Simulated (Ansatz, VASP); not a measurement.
## CoO: VASP beside Ansatz

```
Co O
1.0
    -1.50800    1.50800    2.10725
     1.50800   -1.50800    2.10725
     1.50800    1.50800   -2.10725
Co O
1 1
Direct
  0.00000 0.00000 0.00000
  0.50000 0.50000 0.00000
```

Alike in both runs: task relaxation of cell and atoms; functional PBEsol; k mesh 8 × 8 × 8; occupations gaussian, width 0.1 eV; collinear spin.

|  | VASP | Ansatz |
| --- | --- | --- |
| version | VASP 6.6.1 | Ansatz 0.2.0 |
| potentials or method | VASP PAW PBE potentials, release 64 (Co, O), cutoff 600 eV | scalar-relativistic, plane waves, PAW |
| valence electrons in the cell | 15 | 23 |

Ansatz gave:

- gap on the k mesh at the Fermi level, each at its own relaxed structure (eV): none
- net moment per atom (μB): 1.41
- size of the moment on the site where the two differ most (μB): 2.39
- relaxed volume (Å³/atom): 9.08
- relaxed length of the cell vector where the two differ most in proportion (Å): 2.950

Which values does VASP return?

gap on the k mesh at the Fermi level, each at its own relaxed structure (eV): none; net moment per atom (μB): 1.40; size of the moment on the site where the two differ most (μB): 2.46; relaxed volume (Å³/atom): 9.04; relaxed length of the cell vector where the two differ most in proportion (Å): 2.945.

VASP's potentials were made for PBE, not for PBEsol. Site moments also hang on the region over which each program counts them. A gap of «none» marks a metal or a gap that the smearing closes. VASP's potentials hold 15 valence electrons a cell and Ansatz's 23, so a difference there can come from the potentials and not from the codes.

The k mesh is coarse, so the values compare programs but aren't converged.
